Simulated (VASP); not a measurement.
# Zn3SeS2 (P3m1) in VASP: single point with PBE

Aim: the single point of Zn3SeS2 with PBE.

Program: VASP 6.6.1. These are calculated values, not measurements. Logs are shortened: lines on timing, memory, paths and dates and some standing lists are left out, and cuts for length are marked.

### 1 The cell of the first run

It takes space group P3m1 (No. 156, trigonal). Conventional cell: a = 3.917 Å, b = 3.917 Å, c = 9.600 Å, α = 90.00°, β = 90.00°, γ = 120.00°. Within 3.1 Å of Zn (site symmetry 3m) lie 3 S at 2.38 Å and 1 Se at 2.48 Å. Zn (site symmetry 3m) has 4 S at 2.36 to 2.38 Å within 3.1 Å. Within 3.1 Å of Zn (site symmetry 3m) lie 1 S at 2.35 Å and 3 Se at 2.44 Å. Within 3.2 Å of Se (site symmetry 3m) lie 4 Zn at 2.44 to 2.48 Å. Within 3.1 Å of S (site symmetry 3m) lie 4 Zn at 2.36 to 2.38 Å. S (site symmetry 3m) has 4 Zn at 2.35 to 2.38 Å within 3.1 Å.

### 2 Single point, PBE

Contents of POSCAR:

```
Zn3SeS2
1.0
    3.9172798959     -0.0000000289      0.0000000000
   -1.9586399229      3.3924639180      0.0000000000
    0.0000000000      0.0000000000      9.5996207000
Zn Se S
3 1 2
Direct
    0.0000000000      0.0000000000      0.0095910000
    0.6666666667      0.3333333333      0.3334870000
    0.3333333333      0.6666666667      0.6565060000
    0.0000000000      0.0000000000      0.7514400000
    0.6666666667      0.3333333333      0.0874180000
    0.3333333333      0.6666666667      0.4115570000
```

Contents of INCAR.step1:

```
SYSTEM = Zn3SeS2
PREC     = Accurate       ! precision mode
ENCUT    = 520            ! plane-wave cutoff, eV
EDIFF    = 1E-7           ! SCF threshold, eV
ISMEAR   = 0              ! smearing method
SIGMA    = 0.02           ! smearing width, eV
LREAL    = .False.        ! projectors in reciprocal space
LASPH    = .True.         ! aspherical terms in the spheres
NELM     = 100            ! most SCF steps
ALGO     = Normal         ! electronic algorithm
ISIF     = 2              ! what is computed and relaxed
LWAVE    = .False.        ! write WAVECAR
LCHARG   = .True.         ! write CHGCAR
GGA      = PE             ! functional
NBANDS   = 36             ! bands
```

Contents of KPOINTS.step1:

```
Automatic mesh
0
Gamma
  12 12 4
  0 0 0
```

Contents of INCAR.step2:

```
SYSTEM = Zn3SeS2
PREC     = Accurate       ! precision mode
ENCUT    = 520            ! plane-wave cutoff, eV
EDIFF    = 1E-7           ! SCF threshold, eV
ISMEAR   = -5             ! smearing method
SIGMA    = 0.02           ! smearing width, eV
LREAL    = .False.        ! projectors in reciprocal space
LASPH    = .True.         ! aspherical terms in the spheres
NELM     = 100            ! most SCF steps
ALGO     = Normal         ! electronic algorithm
ISIF     = 2              ! what is computed and relaxed
LWAVE    = .False.        ! write WAVECAR
LCHARG   = .False.        ! write CHGCAR
GGA      = PE             ! functional
LORBIT   = 10             ! projections on sites
NEDOS    = 2001           ! points of the DOS
ICHARG   = 11             ! starting density
```

Contents of KPOINTS.step2:

```
Automatic mesh
0
Gamma
  18 18 6
  0 0 0
```

Potentials or basis: VASP PAW PBE potentials, release 64 (Zn, Se, S).

Command:

```console
$ cat potpaw_PBE.64/Zn/POTCAR potpaw_PBE.64/Se/POTCAR potpaw_PBE.64/S/POTCAR > POTCAR
$ cp INCAR.step1 INCAR
$ cp KPOINTS.step1 KPOINTS
$ mpirun -np 1 vasp_std > vasp.out
$ cp INCAR.step2 INCAR
$ cp KPOINTS.step2 KPOINTS
$ mpirun -np 1 vasp_std > vasp.out
```

OUTCAR:

```text
SYSTEM = Zn3SeS2
   PREC = Accurate
   ENCUT = 520
   EDIFF = 1E-7
   ISMEAR = -5
   LREAL = .False.
   LASPH = .True.
   NELM = 100
   ISIF = 2
   GGA = PE
   LORBIT = 10
   ICHARG = 11

 ion  position               nearest neighbor table
   1  0.000  0.000  0.010-   5 2.38   5 2.38   5 2.38   4 2.48
   2  0.667  0.333  0.333-   5 2.36   6 2.38   6 2.38   6 2.38
   3  0.333  0.667  0.657-   6 2.35   4 2.44   4 2.44   4 2.44
   4  0.000  0.000  0.751-   3 2.44   3 2.44   3 2.44   1 2.48
   5  0.667  0.333  0.087-   2 2.36   1 2.38   1 2.38   1 2.38
   6  0.333  0.667  0.412-   3 2.35   2 2.38   2 2.38   2 2.38

  LATTYP: Found a hexagonal cell.
 ALAT       =     3.9172798959
 C/A-ratio  =     2.4505833015

  Lattice vectors:

 A1 = (   3.9172798959,  -0.0000000289,   0.0000000000)
 A2 = (  -1.9586399229,   3.3924639180,   0.0000000000)
 A3 = (   0.0000000000,   0.0000000000,   9.5996207000)

Analysis of symmetry for initial positions (statically):
=====================================================================
 Subroutine PRICEL returns:
 Original cell was already a primitive cell.

 Routine SETGRP: Setting up the symmetry group for a
 hexagonal supercell.

 Subroutine GETGRP returns: Found  6 space group operations
 (whereof  6 operations were pure point group operations)
 out of a pool of 24 trial point group operations.

The static configuration has the point symmetry C_3v.

Analysis of symmetry for dynamics (positions and initial velocities):
=====================================================================
 Subroutine PRICEL returns:
 Original cell was already a primitive cell.

 Routine SETGRP: Setting up the symmetry group for a
 hexagonal supercell.

 Subroutine GETGRP returns: Found  6 space group operations
 (whereof  6 operations were pure point group operations)
 out of a pool of 24 trial point group operations.

The dynamic configuration has the point symmetry C_3v.

 Subroutine INISYM returns: Found  6 space group operations
 (whereof  6 operations are pure point group operations),
 and found     1 'primitive' translations

----------------------------------------------------------------------------------------

                                     Primitive cell

  volume of cell :     127.5716

  direct lattice vectors                    reciprocal lattice vectors
     3.917279896 -0.000000029  0.000000000     0.255279181  0.147385501  0.000000000
    -1.958639923  3.392463918  0.000000000     0.000000002  0.294771007  0.000000000
     0.000000000  0.000000000  9.599620700     0.000000000  0.000000000  0.104170782

  length of vectors
     3.917279896  3.917279896  9.599620700     0.294771007  0.294771007  0.104170782

  position of ions in fractional coordinates (direct lattice)
     0.000000000  0.000000000  0.009591000
     0.666666667  0.333333333  0.333487000
     0.333333333  0.666666667  0.656506000
     0.000000000  0.000000000  0.751440000
     0.666666667  0.333333333  0.087418000
     0.333333333  0.666666667  0.411557000

  ion indices of the primitive-cell ions
   primitive index   ion index
                 1           1
                 2           2
                 3           3
                 4           4
                 5           5
                 6           6

----------------------------------------------------------------------------------------

 KPOINTS: Automatic mesh

Automatic generation of k-mesh.
 Grid dimensions read from file:
 generate k-points for:   18   18    6

 Generating k-lattice:

  Cartesian coordinates                     Fractional coordinates (reciprocal lattice)
     0.014182177  0.008188083  0.000000000     0.055555556 -0.000000000  0.000000000
     0.000000000  0.016376167  0.000000000     0.000000000  0.055555556  0.000000000
     0.000000000  0.000000000  0.017361797     0.000000000  0.000000000  0.166666667

  Length of vectors
     0.016376167  0.016376167  0.017361797

  Shift w.r.t. Gamma in fractional coordinates (k-lattice)
     0.000000000  0.000000000  0.000000000

 TETIRR: Found   2825 inequivalent tetrahedra from    11664

 Subroutine IBZKPT returns following result:
 ===========================================

 Found    202 irreducible k-points:

 Following reciprocal coordinates:
            Coordinates               Weight
  0.000000  0.000000  0.000000      1.000000
  0.055556  0.000000  0.000000      6.000000
  0.111111  0.000000  0.000000      6.000000
  0.166667  0.000000  0.000000      6.000000
  0.222222  0.000000  0.000000      6.000000
  0.277778  0.000000  0.000000      6.000000
[... 16 lines left out ...]
  0.333333  0.111111  0.000000     12.000000
  0.388889  0.111111  0.000000     12.000000
 [... further k-points ...]
   k-points           NKPTS =    202   k-points in BZ     NKDIM =    202   number of bands    NBANDS=     32
   number of dos      NEDOS =   2001   number of ions     NIONS =      6
   total plane-waves  NPLWV =  64800
   dimension x,y,z NGX =    30 NGY =   30 NGZ =   72
   dimension x,y,z NGXF=    60 NGYF=   60 NGZF=  144
   ions per type =               3   1   2
   NGX,Y,Z   is equivalent  to a cutoff of  12.73, 12.73, 12.47 a.u.
   NGXF,Y,Z  is equivalent  to a cutoff of  25.46, 25.46, 24.94 a.u.
 SYSTEM =  Zn3SeS2
   PREC   = accura    normal or accurate (medium, high low for compatibility)
   ISTART =      0    job   : 0-new  1-cont  2-samecut
   ICHARG =     11    charge: 1-file 2-atom 10-const
   ISPIN  =      1    spin polarized calculation?
   LNONCOLLINEAR =      F non collinear calculations
   LSORBIT =      F    spin-orbit coupling
   LASPH  =      T    aspherical Exc in radial PAW
   ENCUT  =  520.0 eV  38.22 Ry    6.18 a.u.   7.28  7.28 17.85*2*pi/ulx,y,z
   NELM   =    100;   NELMIN=  2; NELMDL=  0     # of ELM steps
   EDIFF  = 0.1E-06   stopping-criterion for ELM
   LREAL  =      F    real-space projection
   EDIFFG = 0.1E-05   stopping-criterion for IOM
   NSW    =      0    number of steps for IOM
   IBRION =     -1    ionic relax: 0-MD 1-quasi-New 2-CG
   NFREE  =      0    steps in history (QN), initial steepest desc. (CG)
   ISIF   =      2    stress and relaxation
   ISYM   =      2    0-nonsym 1-usesym 2-fastsym
   POTIM  = 0.5000    time-step for ionic-motion
   TEBEG  =    0.0;   TEEND  =   0.0 temperature during run
   PSTRESS=    0.0 pullay stress
   NELECT =      54.0000    total number of electrons
   NUPDOWN=      -1.0000    fix difference up-down
   EMIN   =  10.00;   EMAX   =-10.00  energy-range for DOS
   EFERMI =   0.00;   METHOD = LEGACY
   ISMEAR =    -5;   SIGMA  =   0.02  broadening in eV -4-tet -1-fermi 0-gaus
   EFERMI_NEDOS =   21; number of points for ismear=-14 and -15
   IALGO  =     38    algorithm
   IMIX   =      4    mixing-type and parameters
     AMIX     =   0.40;   BMIX     =  1.00
     AMIX_MAG =   1.60;   BMIX_MAG =  1.00
  volume/ion in A,a.u.               =      21.26       143.48
  Fermi-wavevector in a.u.,A,eV,Ry     =   1.229197  2.322845 20.557382  1.510925
  Thomas-Fermi vector in A             =   2.364093
   LORBIT       =     10    0 simple, 1 ext, 2 COOP (PROOUT), +10 PAW based schemes
   GGA     = PE    functional components
   LHFCALC =     F    Hartree Fock is set to
   AEXX    =    0.0000 exact exchange contribution
   IVDW    =     0    specifies the selected vdW correction
   LEPSILON=     F    determine dielectric tensor
   LRPA    =     F    only Hartree local field effects (RPA)
 non-spin polarized calculation
 Fermi weights with tetrahedron method with Bloechl corrections
  energy-cutoff  :      520.00
  volume of cell :      127.57
 maximum number of plane-waves:      3492
 NGX is ok and might be reduce to    30

 number of electron      53.9999954 magnetization

 Free energy of the ion-electron system (eV)
  ---------------------------------------------------
  ext. energy  EPLUGINS =         0.00000000
  ---------------------------------------------------
  free energy    TOTEN  =       -19.66947517 eV

  energy without entropy =      -19.66947517  energy(sigma->0) =      -19.66947517

 E-fermi :   1.9453     XC(G=0):  -9.4040

 val. band max:        1.9391967394   @ k =   0.0000   0.0000   0.0000
 cond. band min:       3.3730875866   @ k =   0.0000   0.0000   0.0000
 fundamental gap:      1.4338908472
 Fermi energy:         1.9453104522

 k-point     1 :       0.0000    0.0000    0.0000
  band No.  band energies     occupation
      1     -11.3081      2.00000
      2     -10.7108      2.00000
      3     -10.7060      2.00000
      4      -4.6604      2.00000
      5      -4.6604      2.00000
      6      -4.6395      2.00000
[... 24 lines left out ...]
     31       7.8836      0.00000
     32       7.8926      0.00000

 k-point     2 :       0.0556    0.0000    0.0000
  band No.  band energies     occupation
      1     -11.2890      2.00000
      2     -10.6970      2.00000
      3     -10.6927      2.00000
      4      -4.6607      2.00000
      5      -4.6562      2.00000
      6      -4.6362      2.00000
[... 24 lines left out ...]
     31       7.8197      0.00000
     32       7.9540      0.00000
[... 733 lines left out ...]
     31       6.4015      0.00000
     32       7.5673      0.00000

 k-point    24 :       0.3889    0.1111    0.0000
  band No.  band energies     occupation
      1     -10.4795      2.00000
      2     -10.3428      2.00000
      3     -10.1919      2.00000
      4      -4.6073      2.00000
      5      -4.5542      2.00000
      6      -4.5324      2.00000
[... 24 lines left out ...]
     31       6.2695      0.00000
     32       7.5537      0.00000

 [... further k-points ...]

------------------------ aborting loop because EDIFF is reached ----------------------------------------

  FORCE on cell =-STRESS in cart. coord.  units (eV):
  Direction    XX          YY          ZZ          XY          YZ          ZX
  --------------------------------------------------------------------------------------
  -------------------------------------------------------------------------------------
  Total        0.1446127      0.1446127      0.1774671      0.0000000      0.0000000     -0.0000000
  in kB        1.8161977      1.8161977      2.2288179      0.0000000      0.0000000     -0.0000000
  external PRESSURE =       1.9537378 kB  Pullay stress =       0.0000000 kB

 VOLUME and BASIS-vectors are now :
 -----------------------------------------------------------------------------
  energy-cutoff  :      520.00
  volume of cell :      127.57
      direct lattice vectors                 reciprocal lattice vectors
     3.917279896 -0.000000029  0.000000000     0.255279181  0.147385501  0.000000000
    -1.958639923  3.392463918  0.000000000     0.000000002  0.294771007  0.000000000
     0.000000000  0.000000000  9.599620700     0.000000000  0.000000000  0.104170782

 POSITION                                       TOTAL-FORCE (eV/Angst)
 -----------------------------------------------------------------------------------
      0.00000      0.00000      0.09207         0.000000     -0.000000      0.009722
      1.95864      1.13082      3.20135         0.000000      0.000000     -0.004955
      0.00000      2.26164      6.30221        -0.000000      0.000000     -0.008985
      0.00000      0.00000      7.21354         0.000000     -0.000000      0.003940
      1.95864      1.13082      0.83918         0.000000     -0.000000     -0.000339
      0.00000      2.26164      3.95079         0.000000     -0.000000      0.000617
 -----------------------------------------------------------------------------------
    total drift:                                0.000048     -0.000027     -0.001191

  FREE ENERGIE OF THE ION-ELECTRON SYSTEM (eV)
  ---------------------------------------------------
  free  energy   TOTEN  =       -19.6694751666 eV

  energy  without entropy=      -19.6694751666  energy(sigma->0) =      -19.66947517

 total charge

# of ion       s       p       d       tot
------------------------------------------
    1        0.510   0.428   9.792  10.730
    2        0.508   0.437   9.795  10.740
    3        0.533   0.465   9.790  10.789
    4        1.436   2.439   0.031   3.905
    5        1.318   2.412   0.000   3.729
    6        1.317   2.413   0.000   3.730
--------------------------------------------------
tot          5.622   8.594  29.407  43.623
```

Run time: 7 min. Hardware: 1 thread of Intel Xeon 6975P-C (Granite Rapids), shared host; peak memory 0.77 GiB.

Results:

* Valence electrons inside the program's atomic spheres: Zn 10.73, 10.74, 10.79; Se 3.90; S 3.73

Levels at points of the mesh, in eV from the valence-band top:
| k point | band 24 | band 25 | band 26 | band 27 | band 28 | band 29 | band 30 | band 31 |
| --- | --- | --- | --- | --- | --- | --- | --- | --- |
| (0.00, 0.00, 0.00) | -0.85 | -0.28 | 0.00 | 0.00 | 1.43 | 2.69 | 3.11 | 5.94 |
| (0.50, 0.00, 0.00) | -2.12 | -1.90 | -1.65 | -1.13 | 3.05 | 3.57 | 3.68 | 3.88 |
| (0.00, 0.00, 0.50) | -0.74 | -0.74 | -0.06 | -0.06 | 2.50 | 2.53 | 3.01 | 5.74 |
| (0.50, 0.00, 0.50) | -2.30 | -1.95 | -1.07 | -0.95 | 2.74 | 3.45 | 3.73 | 4.54 |
